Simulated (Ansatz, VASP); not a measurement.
# AgCl in VASP and in Ansatz

File INCAR:

```
PREC     = Accurate       # precision mode
ENCUT    = 520            # plane-wave cutoff, eV
EDIFF    = 1E-8           # SCF threshold, eV
ISMEAR   = -1             # smearing method
SIGMA    = 0.01           # smearing width, eV
LREAL    = F              # projectors in reciprocal space
LASPH    = T              # aspherical terms in the spheres
NELM     = 60             # most SCF steps
ALGO     = Normal         # electronic algorithm
ISIF     = 2              # what is computed and relaxed
LWAVE    = F              # write WAVECAR
LCHARG   = F              # write CHGCAR
GGA      = PE             # functional
LEFG     = T            
NBANDS   = 16             # bands
```

The input KPOINTS:

```
Automatic mesh
0
Gamma
  9 9 9
```

The input POSCAR:

```
AgCl
1.0
    0.0000000000      2.7726629968      2.7726629968
    2.7726629968      0.0000000000      2.7726629968
    2.7726629968      2.7726629968      0.0000000000
Ag Cl
1 1
Direct
    0.0000000000      0.0000000000      0.0000000000
    0.5000000000      0.5000000000      0.5000000000
```

Input for Ansatz:

```yaml
crystal:
  lattice:
    - [0.0, 2.7726629968, 2.7726629968]
    - [2.7726629968, 0.0, 2.7726629968]
    - [2.7726629968, 2.7726629968, 0.0]
  atoms:
    - { symbol: Ag, position: [0.0, 0.0, 0.0] }
    - { symbol: Cl, position: [0.5, 0.5, 0.5] }
kpoints:
  mp_grid: { grid: [9, 9, 9] }
  band_path:
    path:
      - [0.0, 0.0, 0.0]
      - [0.5, 0.0, 0.5]
      - [0.625, 0.25, 0.625]
      - [0.375, 0.375, 0.75]
      - [0.0, 0.0, 0.0]
      - [0.5, 0.5, 0.5]
      - [0.5, 0.25, 0.75]
      - [0.5, 0.0, 0.5]
    npoints: 5
scf:
  occupations: { method: fermi_dirac, width: 0.01 }
hamiltonian:
  xc: pbe
  pseudopotentials: { kind: paw }
output:
  forces: true
  stress: true
  eigenvalues: true
  efg: { contact_densities: true }
```

Alike in both runs: task electric field gradients; functional PBE; k mesh 9 × 9 × 9; occupations fermi-dirac, width 0.01 eV; no spin polarisation.

|  | VASP | Ansatz |
| --- | --- | --- |
| version | VASP 6.6.1 | Ansatz 0.2.0 |
| potentials or method | VASP PAW PBE potentials, release 64 (Ag, Cl) | PAW with Ansatz's default frozen-core files, scalar-relativistic |
| plane-wave cutoff (eV) | 520 | 420 |
| valence electrons in the cell | 18 | 26 |

Ansatz gave:

- gap on the k mesh at the Fermi level (eV): 0.96
- pressure (GPa): 1.6

What did VASP give for the same quantities?

gap on the k mesh at the Fermi level (eV): 0.95; pressure (GPa): 1.5.

VASP's potentials hold 18 valence electrons a cell and Ansatz's 26, so a difference there can come from the potentials and not from the codes.
